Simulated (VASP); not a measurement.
Here is a VASP 6.6.1 calculation.

INCAR

```
  PREC = Accurate
  ENCUT = 520
  EDIFF = 1E-7
  ISMEAR = 0
  SIGMA = 0.1
  LREAL = False
  LASPH = True
  NELM = 80
  ALGO = Normal
  ISIF = 2
  LWAVE = False
  LCHARG = False
  GGA = PE
  NBANDS = 19
```

File KPOINTS:

```
Automatic mesh
0
Gamma
  6 6 4
```

Contents of POSCAR:

```
Al5N
1.0
    4.2557623400      0.0000000000      0.0000000000
   -2.1278811700      3.6855983000      0.0000000000
    0.0000000000      0.0000000000      6.2920240700
Al N
5 1
Direct
    0.4711989200      0.0000000000      0.0000000000
    0.0000000000      0.4711989200      0.0000000000
    0.5288010800      0.5288010800      0.0000000000
    0.3333333300      0.6666666700      0.3861637000
    0.6666666700      0.3333333300      0.6138363000
    0.0000000000      0.0000000000      0.5000000000
```

Potentials or basis: VASP PAW PBE potentials, release 64 (Al, N).

Launch:

```bash
$ cat potpaw_PBE.64/Al/POTCAR potpaw_PBE.64/N/POTCAR > POTCAR
$ mpirun -np 1 vasp_std > vasp.out
```

Problem. Predict the pressure.

Solution. 24.1 GPa.

Problem. Estimate the largest force.

Solution. 2.092 eV/Å.

Problem. What does it give for the band gap on the k mesh?

Solution. Zero (bands 10 and 11 overlap by 1.67 eV).

Forces in eV/Å, atoms in the order of the input:
```
Al  -2.092  0.000  0.000
Al   1.046 -1.812  0.000
Al   1.046  1.812  0.000
Al   0.000  0.000  0.945
Al   0.000  0.000 -0.945
N    0.000  0.000  0.000
```

Caveat: the cell stands under pressure; forces of over 1 eV/Å act on the atoms, so gaps and moduli don't describe the material at rest.
